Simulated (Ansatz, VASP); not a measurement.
Ge in VASP and in Ansatz

```
Ge
1.0
     1.51333    0.87372    2.46563
    -1.51333    0.87372    2.46563
     0.00000   -1.74745    2.46563
Ge
1
Cartesian
  0.0000 0.0000 3.6984
```

Alike in both runs: functional PBE; k mesh 24 × 24 × 24; occupations gaussian, width 0.1 eV; no spin polarisation.

Ansatz relaxed the structure, and its values are those at the end. VASP's run is a single point on that final structure, the one shown.

```csv
,VASP,Ansatz
version,VASP 6.6.1,Ansatz 0.2.0
potentials or method,"VASP PAW PBE potentials, release 64 (Ge_d), cutoff 520 eV","scalar-relativistic, plane waves, PAW"
valence electrons in the cell,14,14
```

|  | VASP | Ansatz | Ansatz less VASP |
| --- | --- | --- | --- |
| gap on the k mesh at the Fermi level (eV) | none | none | - |
| pressure (GPa) | -0.1 | 0.0 | +0.09 |

A gap of «none» marks a metal or a gap that the smearing closes.
